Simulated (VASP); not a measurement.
# NaCl (Fm-3m) in VASP: further runs

The runs below take NaCl through single point, with PBE, PBE+D3(BJ), revPBE, PBEsol.

Program: VASP 6.6.1. These are calculated values, not measurements. Logs are shortened: lines on timing, memory, paths and dates and some standing lists are left out, and cuts for length are marked.

## 1. The cell of the first run

It takes space group Fm-3m (No. 225, cubic). Conventional cell: a = 5.588 Å, b = 5.588 Å, c = 5.588 Å, α = 90.00°, β = 90.00°, γ = 90.00°. Na (site symmetry m-3m) has 6 Cl at 2.79 Å within 3.7 Å. Within 3.7 Å of Cl (site symmetry m-3m) lie 6 Na at 2.79 Å.

## 2. Single point, PBE, collinear spin, zero start

Contents of INCAR:

```
  PREC = Accurate
  ENCUT = 500
  EDIFF = 1E-6
  ISMEAR = 0
  SIGMA = 0.1
  LREAL = False
  LASPH = True
  NELM = 200
  ALGO = Normal
  ISIF = 2
  LWAVE = False
  LCHARG = False
  ISPIN = 2
  MAGMOM = 0 0
  LORBIT = 11
  GGA = PE
  NBANDS = 18
  ISYM = 0
  GGA_COMPAT = False
```

Contents of KPOINTS:

```
regular mesh
0
Gamma
  3 3 2
```

Contents of POSCAR:

```
NaCl
1.0
    0.0000000000      2.7940632177      2.7940632177
    2.7940632177      0.0000000000      2.7940632177
    2.7940632177      2.7940632177      0.0000000000
Na Cl
1 1
Direct
    0.1040000000      0.7790000000      0.7270000000
    0.6040000000      1.2790000000      1.2270000000
```

Potentials or basis: VASP PAW PBE potentials, release 64 (Na_pv, Cl).

The run is started by

```
$ cat potpaw_PBE.64/Na_pv/POTCAR potpaw_PBE.64/Cl/POTCAR > POTCAR
$ mpirun -np 1 vasp_std > vasp.out
```

OUTCAR:

```text
PREC = Accurate
   ENCUT = 500
   EDIFF = 1E-6
   ISMEAR = 0
   LREAL = False
   LASPH = True
   NELM = 200
   ISIF = 2
   ISPIN = 2
   LORBIT = 11
   GGA = PE
   ISYM = 0

 ion  position               nearest neighbor table
   1  0.104  0.779  0.727-
   2  0.604  0.279  0.227-

IMPORTANT INFORMATION: All symmetrisations will be switched off!
NOSYMM: (Re-)initialisation of all symmetry stuff for point group C_1.

----------------------------------------------------------------------------------------

                                     Primitive cell

  volume of cell :      43.6253

  direct lattice vectors                    reciprocal lattice vectors
     0.000000000  2.794063218  2.794063218    -0.178950854  0.178950854  0.178950854
     2.794063218  0.000000000  2.794063218     0.178950854 -0.178950854  0.178950854
     2.794063218  2.794063218  0.000000000     0.178950854  0.178950854 -0.178950854

  length of vectors
     3.951402097  3.951402097  3.951402097     0.309951972  0.309951972  0.309951972

  position of ions in fractional coordinates (direct lattice)
     0.104000000  0.779000000  0.727000000
     0.604000000  0.279000000  0.227000000

  ion indices of the primitive-cell ions
   primitive index   ion index
                 1           1
                 2           2

----------------------------------------------------------------------------------------

 KPOINTS: regular mesh

Automatic generation of k-mesh.
 Grid dimensions read from file:
 generate k-points for:    3    3    2

 Generating k-lattice:

  Cartesian coordinates                     Fractional coordinates (reciprocal lattice)
    -0.059650285  0.059650285  0.059650285     0.333333333  0.000000000  0.000000000
     0.059650285 -0.059650285  0.059650285     0.000000000  0.333333333  0.000000000
     0.089475427  0.089475427 -0.089475427     0.000000000  0.000000000  0.500000000

  Length of vectors
     0.103317324  0.103317324  0.154975986

  Shift w.r.t. Gamma in fractional coordinates (k-lattice)
     0.000000000  0.000000000  0.000000000

 -----------------------------------------------------------------------------
|                                                                             |
|           W    W    AA    RRRRR   N    N  II  N    N   GGGG   !!!           |
|           W    W   A  A   R    R  NN   N  II  NN   N  G    G  !!!           |
|           W    W  A    A  R    R  N N  N  II  N N  N  G       !!!           |
|           W WW W  AAAAAA  RRRRR   N  N N  II  N  N N  G  GGG   !            |
|           WW  WW  A    A  R   R   N   NN  II  N   NN  G    G                |
|           W    W  A    A  R    R  N    N  II  N    N   GGGG   !!!           |
|                                                                             |
|     Your reciprocal lattice and k-lattice belong to different lattice       |
|     classes:                                                                |
|                                                                             |
|        The reciprocal lattice is body-centered cubic,                       |
|        whereas your k-lattice is base-centered monoclinic.                  |
|                                                                             |
|     Results are often still useful ...                                      |
|                                                                             |
 -----------------------------------------------------------------------------

 WARNING: IBZKPT: internal override: KBLOWUP is changed to .FALSE.
      ... skipping the blow-up phase ...

 Subroutine IBZKPT returns following result:
 ===========================================

 Found     10 irreducible k-points:

 Following reciprocal coordinates:
            Coordinates               Weight
  0.000000  0.000000  0.000000      1.000000
  0.333333  0.000000  0.000000      2.000000
  0.000000  0.333333  0.000000      2.000000
  0.333333  0.333333  0.000000      2.000000
 -0.333333  0.333333  0.000000      2.000000
  0.000000  0.000000  0.500000      1.000000
  0.333333  0.000000  0.500000      2.000000
  0.000000  0.333333  0.500000      2.000000
  0.333333  0.333333  0.500000      2.000000
 -0.333333  0.333333  0.500000      2.000000
   k-points           NKPTS =     10   k-points in BZ     NKDIM =     10   number of bands    NBANDS=     18
   number of dos      NEDOS =    301   number of ions     NIONS =      2
   total plane-waves  NPLWV =  27000
   dimension x,y,z NGX =    30 NGY =   30 NGZ =   30
   dimension x,y,z NGXF=    60 NGYF=   60 NGZF=   60
   ions per type =               1   1
   NGX,Y,Z   is equivalent  to a cutoff of  12.62, 12.62, 12.62 a.u.
   NGXF,Y,Z  is equivalent  to a cutoff of  25.24, 25.24, 25.24 a.u.
 SYSTEM =  unknown system
   PREC   = accura    normal or accurate (medium, high low for compatibility)
   ISTART =      0    job   : 0-new  1-cont  2-samecut
   ICHARG =      2    charge: 1-file 2-atom 10-const
   ISPIN  =      2    spin polarized calculation?
   LNONCOLLINEAR =      F non collinear calculations
   LSORBIT =      F    spin-orbit coupling
   LASPH  =      T    aspherical Exc in radial PAW
   ENCUT  =  500.0 eV  36.75 Ry    6.06 a.u.   7.20  7.20  7.20*2*pi/ulx,y,z
   NELM   =    200;   NELMIN=  2; NELMDL= -5     # of ELM steps
   EDIFF  = 0.1E-05   stopping-criterion for ELM
   LREAL  =      F    real-space projection
   EDIFFG = 0.1E-04   stopping-criterion for IOM
   NSW    =      0    number of steps for IOM
   IBRION =     -1    ionic relax: 0-MD 1-quasi-New 2-CG
   NFREE  =      0    steps in history (QN), initial steepest desc. (CG)
   ISIF   =      2    stress and relaxation
   ISYM   =      0    0-nonsym 1-usesym 2-fastsym
   POTIM  = 0.5000    time-step for ionic-motion
   TEBEG  =    0.0;   TEEND  =   0.0 temperature during run
   PSTRESS=    0.0 pullay stress
   NELECT =      14.0000    total number of electrons
   NUPDOWN=      -1.0000    fix difference up-down
   EMIN   =  10.00;   EMAX   =-10.00  energy-range for DOS
   EFERMI =   0.00;   METHOD = LEGACY
   ISMEAR =     0;   SIGMA  =   0.10  broadening in eV -4-tet -1-fermi 0-gaus
   EFERMI_NEDOS =   21; number of points for ismear=-14 and -15
   IALGO  =     38    algorithm
   IMIX   =      4    mixing-type and parameters
     AMIX     =   0.40;   BMIX     =  1.00
     AMIX_MAG =   1.60;   BMIX_MAG =  1.00
  volume/ion in A,a.u.               =      21.81       147.20
  Fermi-wavevector in a.u.,A,eV,Ry     =   1.120825  2.118053 17.092312  1.256249
  Thomas-Fermi vector in A             =   2.257475
   LORBIT       =     11    0 simple, 1 ext, 2 COOP (PROOUT), +10 PAW based schemes
   GGA     = PE    functional components
   LHFCALC =     F    Hartree Fock is set to
   AEXX    =    0.0000 exact exchange contribution
   IVDW    =     0    specifies the selected vdW correction
   LEPSILON=     F    determine dielectric tensor
   LRPA    =     F    only Hartree local field effects (RPA)
 spin polarized calculation
 Gauss-broadening in eV      SIGMA  =   0.10
  energy-cutoff  :      500.00
  volume of cell :       43.63
 maximum number of plane-waves:      1125
 NGX is ok and might be reduce to    30
   NGX = 15   NGY = 15   NGZ = 15

 number of electron      13.9999996 magnetization      -0.0000000

 number of electron      13.9999996 magnetization       0.0000000

 Free energy of the ion-electron system (eV)
  ---------------------------------------------------
  ext. energy  EPLUGINS =         0.00000000
  ---------------------------------------------------
  free energy    TOTEN  =        -6.70943440 eV

  energy without entropy =       -6.70943440  energy(sigma->0) =       -6.70943440

 E-fermi :   0.0034     XC(G=0):  -8.2712

 val. band max:       -0.5277821450   @ k =   0.0000   0.0000   0.0000
 cond. band min:       4.6677433622   @ k =   0.0000   0.0000   0.0000
 fundamental gap:      5.1955255072
 Fermi energy:         0.0034326906

 spin component 1

 k-point     1 :       0.0000    0.0000    0.0000
  band No.  band energies     occupation
      1     -21.3558      1.00000
      2     -21.3527      1.00000
      3     -21.3517      1.00000
      4     -13.2477      1.00000
      5      -0.5305      1.00000
      6      -0.5293      1.00000
[... 10 lines left out ...]
     17      16.8196      0.00000
     18      23.6853      0.00000
[... 169 lines left out ...]
 k-point    10 :      -0.3333    0.3333    0.5000
  band No.  band energies     occupation
      1     -21.3742      1.00000
      2     -21.3683      1.00000
      3     -21.3595      1.00000
      4     -12.8291      1.00000
      5      -2.0679      1.00000
      6      -1.5619      1.00000
[... 10 lines left out ...]
     17      19.2324      0.00000
     18      21.6950      0.00000
 Fermi energy:         0.0034326906

 spin component 2

 k-point     1 :       0.0000    0.0000    0.0000
  band No.  band energies     occupation
      1     -21.3558      1.00000
      2     -21.3527      1.00000
      3     -21.3517      1.00000
      4     -13.2477      1.00000
      5      -0.5305      1.00000
      6      -0.5293      1.00000
[... 10 lines left out ...]
     17      16.8196      0.00000
     18      23.6853      0.00000
[... 169 lines left out ...]
 k-point    10 :      -0.3333    0.3333    0.5000
  band No.  band energies     occupation
      1     -21.3742      1.00000
      2     -21.3683      1.00000
      3     -21.3595      1.00000
      4     -12.8291      1.00000
      5      -2.0679      1.00000
      6      -1.5619      1.00000
[... 10 lines left out ...]
     17      19.2324      0.00000
     18      21.6944      0.00000

------------------------ aborting loop because EDIFF is reached ----------------------------------------

  FORCE on cell =-STRESS in cart. coord.  units (eV):
  Direction    XX          YY          ZZ          XY          YZ          ZX
  --------------------------------------------------------------------------------------
  -------------------------------------------------------------------------------------
  Total        0.6123573      0.6122651      0.3809795      0.1919856      0.0153385      0.0153489
  in kB       22.4893441     22.4859582     13.9917973      7.0508340      0.5633195      0.5637015
  external PRESSURE =      19.6556999 kB  Pullay stress =       0.0000000 kB

 VOLUME and BASIS-vectors are now :
 -----------------------------------------------------------------------------
  energy-cutoff  :      500.00
  volume of cell :       43.63
      direct lattice vectors                 reciprocal lattice vectors
     0.000000000  2.794063218  2.794063218    -0.178950854  0.178950854  0.178950854
     2.794063218  0.000000000  2.794063218     0.178950854 -0.178950854  0.178950854
     2.794063218  2.794063218  0.000000000     0.178950854  0.178950854 -0.178950854

 POSITION                                       TOTAL-FORCE (eV/Angst)
 -----------------------------------------------------------------------------------
      4.20786      2.32187      2.46716         0.000296     -0.000073     -0.000004
      1.41380      2.32187      2.46716        -0.000296      0.000073      0.000004
 -----------------------------------------------------------------------------------
    total drift:                                0.000587     -0.000229     -0.000049

  FREE ENERGIE OF THE ION-ELECTRON SYSTEM (eV)
  ---------------------------------------------------
  free  energy   TOTEN  =        -6.7094344019 eV

  energy  without entropy=       -6.7094344019  energy(sigma->0) =       -6.70943440

 total charge

# of ion       s       p       d       tot
------------------------------------------
    1        0.043   5.981   0.000   6.024
    2        1.586   3.602   0.000   5.187
--------------------------------------------------
tot          1.629   9.583   0.000  11.211

 magnetization (x)

# of ion       s       p       d       tot
------------------------------------------
    1       -0.000  -0.000   0.000  -0.000
    2        0.000   0.000   0.000   0.000
--------------------------------------------------
tot          0.000   0.000   0.000   0.000
```

Wall time 15 s (1 thread of Intel Xeon 8259CL, shared host); peak memory 0.17 GiB.

Results:

| Property | Result |
| --- | --- |
| Free energy | -6.7094 eV |
| Pressure | 2.0 GPa |
| Band gap on the k mesh | 5.20 eV |
| Net moment | 0.00 μB per cell |
| Valence electrons inside the program's atomic spheres | Na 6.02; Cl 5.19 |

Stress tensor (GPa, compression positive):
```
2.25 0.71 0.06
0.71 2.25 0.06
0.06 0.06 1.40
```

Levels at points of the mesh, in eV from the valence-band top:
Spin up:
```
           k point  band 3  band 4  band 5  band 6  band 7  band 8  band 9  band 10  band 11  band 12
(0.00, 0.00, 0.00)  -20.82  -12.72    0.00    0.00    0.00    5.20   11.12    11.12    11.13    13.32
(0.00, 0.00, 0.50)  -20.83  -12.35   -2.02   -0.28   -0.28    7.30   10.84    11.01    11.01    15.14
```
Spin down:
```tsv
k point	band 3	band 4	band 5	band 6	band 7	band 8	band 9	band 10	band 11	band 12
(0.00, 0.00, 0.00)	-20.82	-12.72	0.00	0.00	0.00	5.20	11.12	11.12	11.13	13.32
(0.00, 0.00, 0.50)	-20.83	-12.35	-2.02	-0.28	-0.28	7.30	10.84	11.01	11.01	15.14
```

Caveat: the k points lie up to 0.82 Å⁻¹ apart.

## 3. Single point, PBE+D3(BJ)

Contents of INCAR:

```
SYSTEM = NaCl
PREC     = Accurate       ! precision mode
ENCUT    = 500            ! plane-wave cutoff, eV
EDIFF    = 1E-6           ! SCF threshold, eV
ISMEAR   = 0              ! smearing method
SIGMA    = 0.1            ! smearing width, eV
LREAL    = .False.        ! projectors in reciprocal space
LASPH    = .True.         ! aspherical terms in the spheres
NELM     = 120            ! most SCF steps
ALGO     = Normal         ! electronic algorithm
ISIF     = 2              ! what is computed and relaxed
LWAVE    = .False.        ! write WAVECAR
LCHARG   = .True.         ! write CHGCAR
GGA      = PE             ! functional
IVDW     = 12             ! dispersion correction
LELF     = .True.         ! ELF
LVHAR    = .True.       
NBANDS   = 14             ! bands
ISYM     = 0            
GGA_COMPAT= .False.
```

Contents of KPOINTS:

```
regular mesh
0
Gamma
  2 5 4
  0 0 0
```

Contents of POSCAR:

```
NaCl
1.0
    0.0000000000      2.7940632177      2.7940632177
    2.7940632177      0.0000000000      2.7940632177
    2.7940632177      2.7940632177      0.0000000000
Na Cl
1 1
Direct
    0.0000000000      0.0000000000      0.0000000000
    0.5000000000      0.5000000000      0.5000000000
```

Potentials or basis: VASP PAW PBE potentials, release 64 (Na_pv, Cl).

The run is started by

```
$ cat potpaw_PBE.64/Na_pv/POTCAR potpaw_PBE.64/Cl/POTCAR > POTCAR
$ mpirun -np 1 vasp_std > vasp.out
```

It took 13 s on 1 thread of Intel Xeon 8259CL, shared host; peak memory 0.17 GiB.

The run converged, but its numbers aren't listed here, since they failed a check.

Caveat: the k points lie up to 0.80 Å⁻¹ apart.

[end of part 1 of 2]
